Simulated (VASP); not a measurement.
CaO, 2 atoms in the cell. The structure is cubic, space group Fm-3m (No. 225). Conventional cell: a = 4.795 Å, b = 4.795 Å, c = 4.795 Å, α = 90.00°, β = 90.00°, γ = 90.00°. Within 3.2 Å of Ca (site symmetry m-3m) lie 6 O at 2.40 Å. O (site symmetry m-3m) has 6 Ca at 2.40 Å within 3.2 Å. 

| Property | Result |
| --- | --- |
| Program | VASP 6.6.1 |
| Task | single point |
| Functional | r2SCAN |
| Potentials or basis | VASP PAW PBE potentials, release 64 (Ca_sv, O) |
| Cutoff | 520 eV |
| k mesh | 8 × 8 × 8 |
| Occupations | gaussian, width 0.01 eV |
| Spin | no spin polarisation |
| Dipole correction | no |
| Further INCAR settings | ALGO = Normal; EDIFF = 1e-06; NBANDS = 15 |

Potentials or basis: VASP PAW PBE potentials, release 64 (Ca_sv, O).

Launch:

```bash
$ cat potpaw_PBE.64/Ca_sv/POTCAR potpaw_PBE.64/O/POTCAR > POTCAR
$ cp INCAR.step1 INCAR
$ mpirun -np 1 vasp_std > vasp.out
$ cp INCAR.step2 INCAR
$ mpirun -np 1 vasp_std > vasp.out
```

Hardware: 1 thread of Intel(R) Xeon(R) Platinum 8488C (Sapphire Rapids), with other jobs on the host.

Q: How long does it take, and how much memory?

A: Run time: 42 s on 1 thread of Intel(R) Xeon(R) Platinum 8488C (Sapphire Rapids), on a shared host, peak memory 0.17 GiB. Counts: k points 29.
